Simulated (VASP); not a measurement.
# RbCl4 (P6/mmm) in VASP: single point with PBE+D3(BJ)

Aim: the single point of RbCl4 with PBE+D3(BJ).

Everything below comes from runs of VASP 6.6.1. Logs are shortened: lines on timing, memory, paths and dates and some standing lists are left out, and cuts for length are marked.

## 1. The cell of the first run

Symmetry: P6/mmm, No. 191, hexagonal system. The conventional cell has a = 4.742 Å, b = 4.742 Å, c = 7.943 Å, α = 90.00°, β = 90.00°, γ = 120.00°. Within 4.5 Å of Rb (site symmetry 6/mmm) lie 12 Cl at 3.46 Å. Within 3.6 Å of Cl (site symmetry 3m) lie 3 Cl at 2.74 Å and 3 Rb at 3.46 Å.

## 2. Single point, PBE+D3(BJ)

INCAR reads:

```
SYSTEM = RbCl4
ALGO = Normal ; EDIFF = 1E-6
ENCUT = 520 ; GGA = PE
ISIF = 2 ; ISMEAR = 0
IVDW = 12 ; LASPH = .TRUE.
LCHARG = .FALSE. ; LREAL = .FALSE.
LWAVE = .FALSE. ; NBANDS = 26
NELM = 80 ; PREC = Accurate
SIGMA = 0.1
```

KPOINTS reads:

```
k-points
0
G
  6 6 4
  0 0 0
```

POSCAR reads:

```
RbCl4
1.0
    4.7416455276      0.0000000036      0.0000000000
   -2.3708227669      4.1063854808      0.0000000000
    0.0000000000      0.0000000000      7.9428950374
Rb Cl
1 4
Direct
    0.0000000000      0.0000000000      0.0000000000
    0.3333333333      0.6666666667      0.7343738008
    0.6666666667      0.3333333333      0.7343738008
    0.3333333333      0.6666666667      0.2656261992
    0.6666666667      0.3333333333      0.2656261992
```

Potentials or basis: VASP PAW PBE potentials, release 64 (Rb_sv, Cl).

Run with:

```sh
$ cat potpaw_PBE.64/Rb_sv/POTCAR potpaw_PBE.64/Cl/POTCAR > POTCAR
$ mpirun -np 1 vasp_std > vasp.out
```

OUTCAR:

```text
SYSTEM = RbCl4
   EDIFF = 1E-6
   ENCUT = 520
   GGA = PE
   ISIF = 2
   ISMEAR = 0
   IVDW = 12
   LASPH = .TRUE.
   LREAL = .FALSE.
   NELM = 80
   PREC = Accurate
 IVDW          = 12

 ion  position               nearest neighbor table
   1  0.000  0.000  0.000-   2 3.46   3 3.46   4 3.46   5 3.46   2 3.46   4 3.46   3 3.46   5 3.46
                             3 3.46   5 3.46   2 3.46   4 3.46
   2  0.333  0.667  0.734-   1 3.46   1 3.46   1 3.46
   3  0.667  0.333  0.734-   1 3.46   1 3.46   1 3.46
   4  0.333  0.667  0.266-   1 3.46   1 3.46   1 3.46
   5  0.667  0.333  0.266-   1 3.46   1 3.46   1 3.46

  LATTYP: Found a hexagonal cell.
 ALAT       =     4.7416455276
 C/A-ratio  =     1.6751347167

  Lattice vectors:

 A1 = (   4.7416455276,   0.0000000036,   0.0000000000)
 A2 = (  -2.3708227669,   4.1063854808,   0.0000000000)
 A3 = (   0.0000000000,   0.0000000000,   7.9428950374)

Analysis of symmetry for initial positions (statically):
=====================================================================
 Subroutine PRICEL returns:
 Original cell was already a primitive cell.

 Routine SETGRP: Setting up the symmetry group for a
 hexagonal supercell.

 Subroutine GETGRP returns: Found 24 space group operations
 (whereof 24 operations were pure point group operations)
 out of a pool of 24 trial point group operations.

The static configuration has the point symmetry D_6h.

Analysis of symmetry for dynamics (positions and initial velocities):
=====================================================================
 Subroutine PRICEL returns:
 Original cell was already a primitive cell.

 Routine SETGRP: Setting up the symmetry group for a
 hexagonal supercell.

 Subroutine GETGRP returns: Found 24 space group operations
 (whereof 24 operations were pure point group operations)
 out of a pool of 24 trial point group operations.

The dynamic configuration has the point symmetry D_6h.

 Subroutine INISYM returns: Found 24 space group operations
 (whereof 24 operations are pure point group operations),
 and found     1 'primitive' translations

----------------------------------------------------------------------------------------

                                     Primitive cell

  volume of cell :     154.6563

  direct lattice vectors                    reciprocal lattice vectors
     4.741645528  0.000000004  0.000000000     0.210897249  0.121761584  0.000000000
    -2.370822767  4.106385481  0.000000000    -0.000000000  0.243523168  0.000000000
     0.000000000  0.000000000  7.942895037     0.000000000  0.000000000  0.125898680

  length of vectors
     4.741645528  4.741645528  7.942895037     0.243523168  0.243523168  0.125898680

  position of ions in fractional coordinates (direct lattice)
     0.000000000  0.000000000  0.000000000
     0.333333333  0.666666667  0.734373801
     0.666666667  0.333333333  0.734373801
     0.333333333  0.666666667  0.265626199
     0.666666667  0.333333333  0.265626199

  ion indices of the primitive-cell ions
   primitive index   ion index
                 1           1
                 2           2
                 3           3
                 4           4
                 5           5

----------------------------------------------------------------------------------------

 KPOINTS: k-points

Automatic generation of k-mesh.
 Grid dimensions read from file:
 generate k-points for:    6    6    4

 Generating k-lattice:

  Cartesian coordinates                     Fractional coordinates (reciprocal lattice)
     0.035149542  0.020293597  0.000000000     0.166666667  0.000000000  0.000000000
    -0.000000000  0.040587195  0.000000000     0.000000000  0.166666667  0.000000000
     0.000000000  0.000000000  0.031474670     0.000000000  0.000000000  0.250000000

  Length of vectors
     0.040587195  0.040587195  0.031474670

  Shift w.r.t. Gamma in fractional coordinates (k-lattice)
     0.000000000  0.000000000  0.000000000

 Subroutine IBZKPT returns following result:
 ===========================================

 Found     21 irreducible k-points:

 Following reciprocal coordinates:
            Coordinates               Weight
  0.000000  0.000000  0.000000      1.000000
  0.166667  0.000000  0.000000      6.000000
  0.333333  0.000000  0.000000      6.000000
  0.500000  0.000000  0.000000      3.000000
  0.166667  0.166667  0.000000      6.000000
  0.333333  0.166667  0.000000     12.000000
[... 13 lines left out ...]
  0.333333  0.166667  0.500000     12.000000
  0.333333  0.333333  0.500000      2.000000
   k-points           NKPTS =     21   k-points in BZ     NKDIM =     21   number of bands    NBANDS=     26
   number of dos      NEDOS =    301   number of ions     NIONS =      5
   total plane-waves  NPLWV =  77760
   dimension x,y,z NGX =    36 NGY =   36 NGZ =   60
   dimension x,y,z NGXF=    72 NGYF=   72 NGZF=  120
   ions per type =               1   4
   NGX,Y,Z   is equivalent  to a cutoff of  12.62, 12.62, 12.56 a.u.
   NGXF,Y,Z  is equivalent  to a cutoff of  25.24, 25.24, 25.12 a.u.
 SYSTEM =  RbCl4
   PREC   = accura    normal or accurate (medium, high low for compatibility)
   ISTART =      0    job   : 0-new  1-cont  2-samecut
   ICHARG =      2    charge: 1-file 2-atom 10-const
   ISPIN  =      1    spin polarized calculation?
   LNONCOLLINEAR =      F non collinear calculations
   LSORBIT =      F    spin-orbit coupling
   LASPH  =      T    aspherical Exc in radial PAW
   ENCUT  =  520.0 eV  38.22 Ry    6.18 a.u.   8.82  8.82 14.77*2*pi/ulx,y,z
   NELM   =     80;   NELMIN=  2; NELMDL= -5     # of ELM steps
   EDIFF  = 0.1E-05   stopping-criterion for ELM
   LREAL  =      F    real-space projection
   EDIFFG = 0.1E-04   stopping-criterion for IOM
   NSW    =      0    number of steps for IOM
   IBRION =     -1    ionic relax: 0-MD 1-quasi-New 2-CG
   NFREE  =      0    steps in history (QN), initial steepest desc. (CG)
   ISIF   =      2    stress and relaxation
   ISYM   =      2    0-nonsym 1-usesym 2-fastsym
   POTIM  = 0.5000    time-step for ionic-motion
   TEBEG  =    0.0;   TEEND  =   0.0 temperature during run
   PSTRESS=    0.0 pullay stress
   NELECT =      37.0000    total number of electrons
   NUPDOWN=      -1.0000    fix difference up-down
   EMIN   =  10.00;   EMAX   =-10.00  energy-range for DOS
   EFERMI =   0.00;   METHOD = LEGACY
   ISMEAR =     0;   SIGMA  =   0.10  broadening in eV -4-tet -1-fermi 0-gaus
   EFERMI_NEDOS =   21; number of points for ismear=-14 and -15
   IALGO  =     38    algorithm
   IMIX   =      4    mixing-type and parameters
     AMIX     =   0.40;   BMIX     =  1.00
     AMIX_MAG =   1.60;   BMIX_MAG =  1.00
  volume/ion in A,a.u.               =      30.93       208.73
  Fermi-wavevector in a.u.,A,eV,Ry     =   1.016294  1.920518 14.052836  1.032854
  Thomas-Fermi vector in A             =   2.149630
   LORBIT       =      0    0 simple, 1 ext, 2 COOP (PROOUT), +10 PAW based schemes
   GGA     = PE    functional components
   LHFCALC =     F    Hartree Fock is set to
   AEXX    =    0.0000 exact exchange contribution
   IVDW    =    12    specifies the selected vdW correction
   LEPSILON=     F    determine dielectric tensor
   LRPA    =     F    only Hartree local field effects (RPA)
 non-spin polarized calculation
 Gauss-broadening in eV      SIGMA  =   0.10
  energy-cutoff  :      520.00
  volume of cell :      154.66
 maximum number of plane-waves:      4182
 NGX is ok and might be reduce to    36
   NGX = 17   NGY = 17   NGZ = 29

 number of electron      36.9999999 magnetization

 Free energy of the ion-electron system (eV)
  ---------------------------------------------------
  ext. energy  EPLUGINS =         0.00000000
  ---------------------------------------------------
  free energy    TOTEN  =       -10.28663819 eV

  energy without entropy =      -10.26488777  energy(sigma->0) =      -10.27576298

 E-fermi :  -0.3181     XC(G=0):  -7.6584

 val. band max:       -0.6189613491   @ k =   0.1667   0.0000   0.5000
 cond. band min:      -0.2919955405   @ k =   0.1667   0.1667   0.5000
 fundamental gap:      0.3269658086
 Fermi energy:        -0.3180768617

 k-point     1 :       0.0000    0.0000    0.0000
  band No.  band energies     occupation
      1     -25.4815      2.00000
      2     -15.3888      2.00000
      3     -15.3282      2.00000
      4     -13.2328      2.00000
      5     -13.1636      2.00000
      6      -9.5589      2.00000
[... 18 lines left out ...]
     25       8.4229      0.00000
     26       8.7855      0.00000

 k-point     2 :       0.1667    0.0000    0.0000
  band No.  band energies     occupation
      1     -25.4794      2.00000
      2     -15.2925      2.00000
      3     -15.2227      2.00000
      4     -13.3999      2.00000
      5     -13.3273      2.00000
      6      -9.5874      2.00000
[... 18 lines left out ...]
     25       8.2729      0.00000
     26       8.5958      0.00000

 k-point     3 :       0.3333    0.0000    0.0000
  band No.  band energies     occupation
      1     -25.4752      2.00000
      2     -15.0320      2.00000
      3     -14.9398      2.00000
      4     -13.7995      2.00000
      5     -13.7207      2.00000
      6      -9.6300      2.00000
[... 18 lines left out ...]
     25       8.2340      0.00000
     26       8.2813      0.00000

 k-point     4 :       0.5000    0.0000    0.0000
  band No.  band energies     occupation
      1     -25.4731      2.00000
      2     -14.8110      2.00000
      3     -14.6991      2.00000
      4     -14.0886      2.00000
      5     -14.0142      2.00000
      6      -9.6454      2.00000
[... 18 lines left out ...]
     25       8.0979      0.00000
     26       8.3888      0.00000

 k-point     5 :       0.1667    0.1667    0.0000
  band No.  band energies     occupation
      1     -25.4763      2.00000
      2     -15.1098      2.00000
      3     -15.0249      2.00000
      4     -13.6879      2.00000
      5     -13.6080      2.00000
      6      -9.6224      2.00000
[... 18 lines left out ...]
     25       8.1984      0.00000
     26       8.5421      0.00000

 k-point     6 :       0.3333    0.1667    0.0000
  band No.  band energies     occupation
      1     -25.4731      2.00000
      2     -14.8069      2.00000
      3     -14.7031      2.00000
      4     -14.0948      2.00000
      5     -14.0077      2.00000
      6      -9.6390      2.00000
[... 340 lines left out ...]
 k-point    18 :       0.5000    0.0000    0.5000
  band No.  band energies     occupation
      1     -25.4731      2.00000
      2     -14.7615      2.00000
      3     -14.7504      2.00000
      4     -14.0714      2.00000
      5     -14.0319      2.00000
      6      -9.6406      2.00000
[... 18 lines left out ...]
     25       8.2030      0.00000
     26       8.4727      0.00000

 k-point    19 :       0.1667    0.1667    0.5000
  band No.  band energies     occupation
      1     -25.4763      2.00000
      2     -15.0894      2.00000
      3     -15.0460      2.00000
      4     -13.6618      2.00000
      5     -13.6348      2.00000
      6      -9.6195      2.00000
[... 18 lines left out ...]
     25       8.0618      0.00000
     26       8.1998      0.00000

 k-point    20 :       0.3333    0.1667    0.5000
  band No.  band energies     occupation
      1     -25.4731      2.00000
      2     -14.7655      2.00000
      3     -14.7460      2.00000
      4     -14.0649      2.00000
      5     -14.0385      2.00000
      6      -9.6350      2.00000
[... 18 lines left out ...]
     25       8.0442      0.00000
     26       8.4844      0.00000

 k-point    21 :       0.3333    0.3333    0.5000
  band No.  band energies     occupation
      1     -25.4721      2.00000
      2     -14.4269      2.00000
      3     -14.4269      2.00000
      4     -14.4105      2.00000
      5     -14.4105      2.00000
      6      -9.6387      2.00000
[... 18 lines left out ...]
     25       7.6512      0.00000
     26       8.7710      0.00000

------------------------ aborting loop because EDIFF is reached ----------------------------------------

 Edisp (eV)   -0.82410

 E8    (eV) :    -0.3296

  FORCE on cell =-STRESS in cart. coord.  units (eV):
  Direction    XX          YY          ZZ          XY          YZ          ZX
  --------------------------------------------------------------------------------------
  -------------------------------------------------------------------------------------
  Total       0.01827     0.01827     0.00015     0.00000    -0.00000     0.00000
  in kB       0.18923     0.18923     0.00155     0.00000    -0.00000     0.00000
  external pressure =        0.13 kB  Pullay stress =        0.00 kB

 VOLUME and BASIS-vectors are now :
 -----------------------------------------------------------------------------
  energy-cutoff  :      520.00
  volume of cell :      154.66
      direct lattice vectors                 reciprocal lattice vectors
     4.741645528  0.000000004  0.000000000     0.210897249  0.121761584  0.000000000
    -2.370822767  4.106385481  0.000000000    -0.000000000  0.243523168  0.000000000
     0.000000000  0.000000000  7.942895037     0.000000000  0.000000000  0.125898680

 POSITION                                       TOTAL-FORCE (eV/Angst)
 -----------------------------------------------------------------------------------
      0.00000      0.00000      0.00000         0.000000     -0.000000      0.000000
     -0.00000      2.73759      5.83305        -0.000000      0.000000      0.000909
      2.37082      1.36880      5.83305        -0.000000      0.000000      0.000909
     -0.00000      2.73759      2.10984         0.000000     -0.000000     -0.000909
      2.37082      1.36880      2.10984         0.000000     -0.000000     -0.000909
 -----------------------------------------------------------------------------------
    total drift:                                0.000000      0.000000      0.000000

  FREE ENERGIE OF THE ION-ELECTRON SYSTEM (eV)
  ---------------------------------------------------
  free  energy   TOTEN  =       -11.1107355916 eV

  energy  without entropy=      -11.0889851676  energy(sigma->0) =      -11.09986038
```

It took 35 s on 1 thread of Intel Xeon 6975P-C (Granite Rapids), shared host; peak memory 0.29 GiB.

Results:

```
Free energy                : -11.1107 eV
Pressure                   : 0.0 GPa
Dispersion energy per atom : -0.165 eV
```

Levels at points of the mesh, in eV from the Fermi level:
```csv
k point,band 15,band 16,band 17,band 18,band 19,band 20,band 21,band 22
"(0.00, 0.00, 0.00)",-1.16,-0.63,-0.63,-0.58,-0.58,-0.55,5.09,6.65
"(0.50, 0.00, 0.00)",-1.78,-1.17,-0.74,-0.69,0.28,0.35,6.67,7.07
"(0.00, 0.00, 0.50)",-0.95,-0.79,-0.69,-0.69,-0.51,-0.51,5.95,7.01
"(0.50, 0.00, 0.50)",-1.67,-1.57,-0.75,-0.69,0.32,0.32,6.92,7.41
```

Caveat: an odd number of electrons without spin polarisation forces a metal; a magnetic or distorted state may lie lower; pairwise dispersion overbinds metals, which lowers pressure and volume.
